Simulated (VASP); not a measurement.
# Al in VASP: further runs

The runs below take Al through single point, with PBE+D3(BJ).

Everything below comes from runs of VASP 6.6.1. Logs are shortened: lines on timing, memory, paths and dates and some standing lists are left out, and cuts for length are marked.

### Step 1. The cell of the first run

The cell holds a slab with vacuum, 12 atoms: a = 5.728 Å, b = 5.728 Å, c = 16.677 Å, α = 90.00°, β = 90.00°, γ = 60.00°.

### Step 2. Single point, PBE+D3(BJ)

Contents of INCAR:

```
SYSTEM = Al
  ALGO = Normal
  EDIFF = 1E-6
  ENCUT = 520
  GGA = PE
  ISIF = 2
  ISMEAR = -1
  IVDW = 12
  LASPH = .True.
  LCHARG = .False.
  LREAL = .False.
  LWAVE = .False.
  NBANDS = 30
  NELM = 80
  PREC = Accurate
  SIGMA = 0.1
```

Contents of KPOINTS:

```
k-points
0
Gamma
  2 2 1
  0 0 0
```

Contents of POSCAR:

```
Al
1.0
    5.7275650000      0.0000000000      0.0000000000
    2.8637820000      4.9602170000      0.0000000000
    0.0000000000      0.0000000000     16.6765370000
Al
12
Direct
    0.1666684945      0.1666660955      0.0599644878
    0.6666715499      0.1666660955      0.0599644878
    0.1666709227      0.6666643818      0.0599644878
    0.6666739781      0.6666643818      0.0599644878
   -0.2282529486      0.4189332846      0.2028538659
    0.3752358388      0.3399044840      0.2129938608
   -0.1770486634      0.8569987966      0.2097557784
    0.3290307621      0.9065127594      0.2071713090
    0.0009017228      0.1038261028      0.3299426014
    0.4781808492      0.1323732409      0.3732789367
   -0.0580460590      0.6305167697      0.3700288615
    0.4787113630      0.6534189936      0.3553975265
```

Potentials or basis: VASP PAW PBE potentials, release 64 (Al).

Command:

```sh
cat potpaw_PBE.64/Al/POTCAR > POTCAR
mpirun -np 1 vasp_std > vasp.out
```

OUTCAR:

```text
SYSTEM = Al
   EDIFF = 1E-6
   ENCUT = 520
   GGA = PE
   ISIF = 2
   ISMEAR = -1
   IVDW = 12
   LASPH = .True.
   LREAL = .False.
   NELM = 80
   PREC = Accurate
 IVDW          = 12

 ion  position               nearest neighbor table
   1  0.167  0.167  0.060-   8 2.78   4 2.86   2 2.86   3 2.86   3 2.86   2 2.86   4 2.86   5 3.10
                             6 3.18
   2  0.667  0.167  0.060-   1 2.86   3 2.86   4 2.86   4 2.86   3 2.86   1 2.86   7 2.93   6 2.94
                             5 3.00
   3  0.167  0.667  0.060-   4 2.86   2 2.86   1 2.86   1 2.86   2 2.86   4 2.86   7 3.03   6 3.03
                             8 3.17
   4  0.667  0.667  0.060-   5 2.68   1 2.86   3 2.86   2 2.86   2 2.86   3 2.86   1 2.86   8 3.00
                             7 3.03
   5  0.772  0.419  0.203-   6 2.53   9 2.67   7 2.67   8 2.67   4 2.68  12 2.97   2 3.00   8 3.07
                             7 3.08   1 3.10   6 3.26
   6  0.375  0.340  0.213-   5 2.53   8 2.63   7 2.67  10 2.86   2 2.94   3 3.03   7 3.07   8 3.12
                             1 3.18  12 3.21   5 3.26
   7  0.823  0.857  0.210-   5 2.67   6 2.67   8 2.70  11 2.90   9 2.91   2 2.93   3 3.03   4 3.03
                             8 3.05   6 3.07   5 3.08  10 3.27
   8  0.329  0.907  0.207-   9 2.62   6 2.63   5 2.67   7 2.70  12 2.78   1 2.78   4 3.00   7 3.05
                             5 3.07   6 3.12   3 3.17  10 3.34
   9  0.001  0.104  0.330-   8 2.62   5 2.67  12 2.70  10 2.91   7 2.91  11 2.94  11 2.97  10 3.00
                            12 3.10
  10  0.478  0.132  0.373-  12 2.76  11 2.77   6 2.86   9 2.91  11 2.97  12 3.00   9 3.00   7 3.27
                             8 3.34
  11  0.942  0.631  0.370-  12 2.60  10 2.77   7 2.90   9 2.94  10 2.97   9 2.97  12 3.15
  12  0.479  0.653  0.355-  11 2.60   9 2.70  10 2.76   8 2.78   5 2.97  10 3.00   9 3.10  11 3.15
                             6 3.21

  LATTYP: Found a hexagonal cell.
 ALAT       =     5.7275649303
 C/A-ratio  =     2.9116277516

  Lattice vectors:

 A1 = (  -2.8637820000,  -4.9602170000,   0.0000000000)
 A2 = (   5.7275650000,   0.0000000000,   0.0000000000)
 A3 = (   0.0000000000,   0.0000000000,  16.6765370000)

Analysis of symmetry for initial positions (statically):
=====================================================================
 Subroutine PRICEL returns:
 Original cell was already a primitive cell.

 Routine SETGRP: Setting up the symmetry group for a
 hexagonal supercell.

 Subroutine GETGRP returns: Found  1 space group operations
 (whereof  1 operations were pure point group operations)
 out of a pool of 24 trial point group operations.

The static configuration has the point symmetry C_1 .

Analysis of symmetry for dynamics (positions and initial velocities):
=====================================================================
 Subroutine PRICEL returns:
 Original cell was already a primitive cell.

 Routine SETGRP: Setting up the symmetry group for a
 hexagonal supercell.

 Subroutine GETGRP returns: Found  1 space group operations
 (whereof  1 operations were pure point group operations)
 out of a pool of 24 trial point group operations.

The dynamic configuration has the point symmetry C_1 .

 Subroutine INISYM returns: Found  1 space group operations
 (whereof  1 operations are pure point group operations),
 and found     1 'primitive' translations

----------------------------------------------------------------------------------------

                                     Primitive cell

  volume of cell :     473.7798

  direct lattice vectors                    reciprocal lattice vectors
     5.727565000  0.000000000  0.000000000     0.174594265 -0.100802024  0.000000000
     2.863782000  4.960217000  0.000000000     0.000000000  0.201604083  0.000000000
     0.000000000  0.000000000 16.676537000     0.000000000  0.000000000  0.059964488

  length of vectors
     5.727565000  5.727564930 16.676537000     0.201604081  0.201604083  0.059964488

  position of ions in fractional coordinates (direct lattice)
     0.166668495  0.166666095  0.059964488
     0.666671550  0.166666095  0.059964488
     0.166670923  0.666664382  0.059964488
     0.666673978  0.666664382  0.059964488
     0.771747051  0.418933285  0.202853866
     0.375235839  0.339904484  0.212993861
     0.822951337  0.856998797  0.209755778
     0.329030762  0.906512759  0.207171309
     0.000901723  0.103826103  0.329942601
     0.478180849  0.132373241  0.373278937
     0.941953941  0.630516770  0.370028862
     0.478711363  0.653418994  0.355397526

  ion indices of the primitive-cell ions
   primitive index   ion index
                 1           1
                 2           2
                 3           3
                 4           4
                 5           5
                 6           6
                 7           7
                 8           8
                 9           9
                10          10
                11          11
                12          12

----------------------------------------------------------------------------------------

 KPOINTS: k-points

Automatic generation of k-mesh.
 Grid dimensions read from file:
 generate k-points for:    2    2    1

 Generating k-lattice:

  Cartesian coordinates                     Fractional coordinates (reciprocal lattice)
     0.087297132 -0.050401012  0.000000000     0.500000000  0.000000000  0.000000000
     0.000000000  0.100802042  0.000000000     0.000000000  0.500000000  0.000000000
     0.000000000  0.000000000  0.059964488     0.000000000  0.000000000  1.000000000

  Length of vectors
     0.100802040  0.100802042  0.059964488

  Shift w.r.t. Gamma in fractional coordinates (k-lattice)
     0.000000000  0.000000000  0.000000000

 Subroutine IBZKPT returns following result:
 ===========================================

 Found      4 irreducible k-points:

 Following reciprocal coordinates:
            Coordinates               Weight
  0.000000  0.000000  0.000000      1.000000
  0.500000 -0.000000  0.000000      1.000000
  0.500000  0.500000  0.000000      1.000000
  0.000000  0.500000  0.000000      1.000000
   k-points           NKPTS =      4   k-points in BZ     NKDIM =      4   number of bands    NBANDS=     30
   number of dos      NEDOS =    301   number of ions     NIONS =     12
   total plane-waves  NPLWV = 290304
   dimension x,y,z NGX =    48 NGY =   48 NGZ =  126
   dimension x,y,z NGXF=    96 NGYF=   96 NGZF=  252
   ions per type =              12
   NGX,Y,Z   is equivalent  to a cutoff of  13.93, 13.93, 12.56 a.u.
   NGXF,Y,Z  is equivalent  to a cutoff of  27.86, 27.86, 25.12 a.u.
 SYSTEM =  Al
   PREC   = accura    normal or accurate (medium, high low for compatibility)
   ISTART =      0    job   : 0-new  1-cont  2-samecut
   ICHARG =      2    charge: 1-file 2-atom 10-const
   ISPIN  =      1    spin polarized calculation?
   LNONCOLLINEAR =      F non collinear calculations
   LSORBIT =      F    spin-orbit coupling
   LASPH  =      T    aspherical Exc in radial PAW
   ENCUT  =  520.0 eV  38.22 Ry    6.18 a.u.  10.65 10.65 31.01*2*pi/ulx,y,z
   NELM   =     80;   NELMIN=  2; NELMDL= -5     # of ELM steps
   EDIFF  = 0.1E-05   stopping-criterion for ELM
   LREAL  =      F    real-space projection
   EDIFFG = 0.1E-04   stopping-criterion for IOM
   NSW    =      0    number of steps for IOM
   IBRION =     -1    ionic relax: 0-MD 1-quasi-New 2-CG
   NFREE  =      0    steps in history (QN), initial steepest desc. (CG)
   ISIF   =      2    stress and relaxation
   ISYM   =      2    0-nonsym 1-usesym 2-fastsym
   POTIM  = 0.5000    time-step for ionic-motion
   TEBEG  =    0.0;   TEEND  =   0.0 temperature during run
   PSTRESS=    0.0 pullay stress
   NELECT =      36.0000    total number of electrons
   NUPDOWN=      -1.0000    fix difference up-down
   EMIN   =  10.00;   EMAX   =-10.00  energy-range for DOS
   EFERMI =   0.00;   METHOD = LEGACY
   ISMEAR =    -1;   SIGMA  =   0.10  broadening in eV -4-tet -1-fermi 0-gaus
   EFERMI_NEDOS =   21; number of points for ismear=-14 and -15
   IALGO  =     38    algorithm
   IMIX   =      4    mixing-type and parameters
     AMIX     =   0.40;   BMIX     =  1.00
     AMIX_MAG =   1.60;   BMIX_MAG =  1.00
  volume/ion in A,a.u.               =      39.48       266.44
  Fermi-wavevector in a.u.,A,eV,Ry     =   0.693399  1.310335  6.541719  0.480803
  Thomas-Fermi vector in A             =   1.775602
   LORBIT       =      0    0 simple, 1 ext, 2 COOP (PROOUT), +10 PAW based schemes
   GGA     = PE    functional components
   LHFCALC =     F    Hartree Fock is set to
   AEXX    =    0.0000 exact exchange contribution
   IVDW    =    12    specifies the selected vdW correction
   LEPSILON=     F    determine dielectric tensor
   LRPA    =     F    only Hartree local field effects (RPA)
 non-spin polarized calculation
  energy-cutoff  :      520.00
  volume of cell :      473.78
 maximum number of plane-waves:     12795
 NGX is ok and might be reduce to    48
   NGX = 21   NGY = 21   NGZ = 63

 number of electron      36.0000000 magnetization

 Free energy of the ion-electron system (eV)
  ---------------------------------------------------
  ext. energy  EPLUGINS =         0.00000000
  ---------------------------------------------------
  free energy    TOTEN  =       -39.99768325 eV

  energy without entropy =      -39.68502560  energy(sigma->0) =      -39.84135442

 E-fermi :   1.2255     XC(G=0):  -5.4941

 val. band max:        1.1415084997   @ k =   0.5000  -0.0000   0.0000
 cond. band min:       1.2385546311   @ k =   0.5000   0.5000   0.0000
 fundamental gap:      0.0970461314
 Fermi energy:         1.2254554649

 k-point     1 :       0.0000    0.0000    0.0000
  band No.  band energies     occupation
      1      -9.0396      2.00000
      2      -7.6215      2.00000
      3      -5.3475      2.00000
      4      -3.5622      2.00000
      5      -3.4558      2.00000
      6      -3.3624      2.00000
[... 121 lines left out ...]
     29       4.5607      0.00000
     30       4.6413      0.00000

------------------------ aborting loop because EDIFF is reached ----------------------------------------

 Edisp (eV)   -2.64402

 E8    (eV) :    -1.2296

  FORCE on cell =-STRESS in cart. coord.  units (eV):
  Direction    XX          YY          ZZ          XY          YZ          ZX
  --------------------------------------------------------------------------------------
  -------------------------------------------------------------------------------------
  Total      -3.71776    -7.92150     0.08757     0.08707    -1.62696    -0.65133
  in kB     -12.57233   -26.78806     0.29613     0.29443    -5.50186    -2.20261
  external pressure =      -13.02 kB  Pullay stress =        0.00 kB

 VOLUME and BASIS-vectors are now :
 -----------------------------------------------------------------------------
  energy-cutoff  :      520.00
  volume of cell :      473.78
      direct lattice vectors                 reciprocal lattice vectors
     5.727565000  0.000000000  0.000000000     0.174594265 -0.100802024  0.000000000
     2.863782000  4.960217000  0.000000000     0.000000000  0.201604083  0.000000000
     0.000000000  0.000000000 16.676537000     0.000000000  0.000000000  0.059964488

 POSITION                                       TOTAL-FORCE (eV/Angst)
 -----------------------------------------------------------------------------------
      1.43190      0.82670      1.00000         0.053460      0.022254      0.086915
      4.29570      0.82670      1.00000        -0.028453      0.034772      0.059558
      2.86380      3.30680      1.00000         0.083808      0.096892      0.294671
      5.72760      3.30680      1.00000         0.044457      0.227342     -0.253933
      5.61997      2.07800      3.38290         0.761773     -0.419322      0.146934
      3.12260      1.68600      3.55200        -0.824984      0.823294     -0.115834
      7.16776      4.25090      3.49800         0.772296     -0.328372     -0.086008
      4.48060      4.49650      3.45490        -0.586488     -0.120320     -0.534342
      0.30250      0.51500      5.50230        -0.539199      0.144895      0.594272
      3.11790      0.65660      6.22500         0.161239      0.582948     -0.109474
      7.20076      3.12750      6.17080         0.947051     -0.280555     -0.219385
      4.61310      3.24110      5.92680        -0.844961     -0.783828      0.136625
 -----------------------------------------------------------------------------------
    total drift:                               -0.000003     -0.000005     -0.000092

  FREE ENERGIE OF THE ION-ELECTRON SYSTEM (eV)
  ---------------------------------------------------
  free  energy   TOTEN  =       -42.6417000695 eV

  energy  without entropy=      -42.3290424200  energy(sigma->0) =      -42.48537124
```

It took 1.9 min on 1 thread of Intel Xeon Platinum 8259CL at 2.50GHz (Skylake/Cascade Lake), shared host; peak memory 0.55 GiB.

What came out:

```
Free energy                : -42.6417 eV
Largest force              : 1.171 eV/Å
Band gap on the k mesh     : zero (band 18 reaches 1.43 eV, above the bottom of band 19 at 0.54 eV)
Dispersion energy per atom : -0.220 eV
```

Forces in eV/Å, atoms in the order of the input:
```
Al   0.053  0.022  0.087
Al  -0.028  0.035  0.060
Al   0.084  0.097  0.295
Al   0.044  0.227 -0.254
Al   0.762 -0.419  0.147
Al  -0.825  0.823 -0.116
Al   0.772 -0.328 -0.086
Al  -0.586 -0.120 -0.534
Al  -0.539  0.145  0.594
Al   0.161  0.583 -0.109
Al   0.947 -0.281 -0.219
Al  -0.845 -0.784  0.137
```

Caveat: the k points lie up to 0.63 Å⁻¹ apart.

### Step 3. Single point, PBE+D3(BJ)

Contents of INCAR:

```
SYSTEM = Al
  PREC = Accurate
  ENCUT = 520
  EDIFF = 1E-6
  ISMEAR = -1
  SIGMA = 0.1
  LREAL = .False.
  LASPH = .True.
  NELM = 80
  ALGO = Normal
  ISIF = 2
  LWAVE = .False.
  LCHARG = .True.
  GGA = PE
  IVDW = 12
  LELF = .True.
  LVHAR = .True.
  NBANDS = 30
```

Contents of KPOINTS:

```
Automatic mesh
0
Gamma
  2 2 1
  0 0 0
```

Contents of POSCAR:

```
Al
1.0
    5.7275650000      0.0000000000      0.0000000000
    2.8637820000      4.9602170000      0.0000000000
    0.0000000000      0.0000000000     16.6765370000
Al
12
Direct
    0.1666684945      0.1666660955      0.0599644878
    0.6666715499      0.1666660955      0.0599644878
    0.1666709227      0.6666643818      0.0599644878
    0.6666739781      0.6666643818      0.0599644878
   -0.1831127959      0.3858500545      0.2308213030
    0.2614612710      0.4058491796      0.2014207146
   -0.2620611343      0.9727598611      0.2193201142
    0.2885918239      0.8599018954      0.2292142547
   -0.0667552347      0.0992900109      0.3983440927
    0.4246330600      0.1152973751      0.3649678587
   -0.0222441676      0.6377946771      0.3580779391
    0.4521126570      0.6496288368      0.3785258294
```

Potentials or basis: VASP PAW PBE potentials, release 64 (Al).

Command:

```sh
cat potpaw_PBE.64/Al/POTCAR > POTCAR
mpirun -np 1 vasp_std > vasp.out
```

Wall time 1.9 min (1 thread of Intel Xeon Platinum 8259CL at 2.50GHz (Skylake/Cascade Lake), shared host); peak memory 0.56 GiB.

The run converged. Its results:

| Item | Value |
| --- | --- |
| Free energy | -42.6072 eV |
| Largest force | 1.111 eV/Å |
| Band gap on the k mesh | zero (band 18 reaches 1.69 eV, above the bottom of band 19 at 0.38 eV) |
| Dispersion energy per atom | -0.213 eV |

Forces on the atoms (eV/Å):
```
Al  -0.032  0.119  0.142
Al   0.062 -0.059  0.074
Al   0.022  0.200 -0.042
Al  -0.011  0.057  0.286
Al   0.038  0.471 -0.238
Al  -0.154  0.024  0.490
Al   0.099 -0.794 -0.067
Al   0.032  0.213 -0.538
Al   0.053  0.945 -0.241
Al   0.310  0.658  0.063
Al  -0.449 -0.742 -0.133
Al   0.029 -1.092  0.204
```

Levels at points of the mesh, in eV from the Fermi level:
```
           k point  band 12  band 13  band 14  band 15  band 16  band 17  band 18  band 19  band 20  band 21
(0.00, 0.00, 0.00)    -3.33    -3.18    -3.05    -2.79    -2.77    -1.36    -1.16    -1.06    -0.95    -0.85
(0.50, 0.00, 0.00)    -2.52    -2.18    -2.15    -0.32    -0.01     0.10     0.13     0.19     0.59     0.88
(0.50, 0.50, 0.00)    -2.53    -2.23    -2.12    -0.41    -0.12     0.07     0.24     0.37     0.58     0.75
(0.00, 0.50, 0.00)    -2.57    -2.25    -2.11    -0.25    -0.16    -0.10     0.17     0.23     0.59     0.71
```

Caveat: the k points lie up to 0.63 Å⁻¹ apart.

### Step 4. Single point, PBE+D3(BJ)

Contents of INCAR:

```
SYSTEM = Al
ALGO = Normal
EDIFF = 1E-7
ENCUT = 520
GGA = PE
ISIF = 2
ISMEAR = -1
IVDW = 12
LASPH = .True.
LCHARG = .False.
LREAL = .False.
LWAVE = .False.
NBANDS = 30
NELM = 60
PREC = Accurate
SIGMA = 0.1
```

Contents of KPOINTS:

```
k-points
0
Gamma
  2 2 1
  0 0 0
```

Contents of POSCAR:

```
Al
1.0
    5.7275650000      0.0000000000      0.0000000000
    2.8637820000      4.9602170000      0.0000000000
    0.0000000000      0.0000000000     16.6765370000
Al
12
Direct
    0.1666684945      0.1666660955      0.0599644878
    0.6666715499      0.1666660955      0.0599644878
    0.1666709227      0.6666643818      0.0599644878
    0.6666739781      0.6666643818      0.0599644878
   -0.1676566256      0.2808748085      0.2068534972
    0.2243749815      0.3834711264      0.2023921393
   -0.2660920095      0.8468379508      0.2107691783
    0.2906057343      0.7799255557      0.2107811712
   -0.0904233637     -0.0372564345      0.3447118547
    0.4367201187     -0.0583643820      0.3539883610
   -0.0124067258      0.4660481588      0.3670366336
    0.4211496537      0.5226787457      0.3573103936
```

Command:

```sh
cat potpaw_PBE.64/Al/POTCAR > POTCAR
mpirun -np 1 vasp_std > vasp.out
```

Wall time 2.4 min (1 thread of Intel Xeon Platinum 8259CL at 2.50GHz (Skylake/Cascade Lake), shared host); peak memory 0.58 GiB.

The run converged. Its results:

```yaml
Free_energy: -42.5674 eV
Largest_force: 1.780 eV/Å
Band_gap_on_the_k_mesh: zero (band 18 reaches 1.36 eV, above the bottom of band 19 at 0.53 eV)
Dispersion_energy_per_atom: -0.221 eV
```

Forces in eV/Å, atoms in the order of the input:
```
Al  -0.145 -0.245 -0.077
Al  -0.127 -0.057  0.008
Al  -0.062  0.119 -0.268
Al  -0.083  0.045  0.077
Al  -0.483  0.333  0.278
Al   0.225 -0.956  0.498
Al  -0.375  0.127 -0.418
Al   0.788  0.606 -0.234
Al   0.180  1.025  0.376
Al   0.804  1.396 -0.055
Al  -0.737 -0.613 -0.203
Al   0.015 -1.780  0.019
```

Levels at points of the mesh, in eV from the Fermi level:
| k point | band 14 | band 15 | band 16 | band 17 | band 18 | band 19 | band 20 | band 21 |
| --- | --- | --- | --- | --- | --- | --- | --- | --- |
| (0.00, 0.00, 0.00) | -2.83 | -2.63 | -2.46 | -1.01 | -0.81 | -0.66 | -0.54 | -0.33 |
| (0.50, 0.00, 0.00) | -1.78 | -0.20 | -0.12 | 0.00 | 0.07 | 0.86 | 0.89 | 1.09 |
| (0.50, 0.50, 0.00) | -1.83 | -0.72 | -0.23 | -0.01 | 0.16 | 0.53 | 0.80 | 1.04 |
| (0.00, 0.50, 0.00) | -1.69 | -0.29 | -0.20 | -0.03 | 0.16 | 0.80 | 0.86 | 1.05 |

Caveat: the k points lie up to 0.63 Å⁻¹ apart.
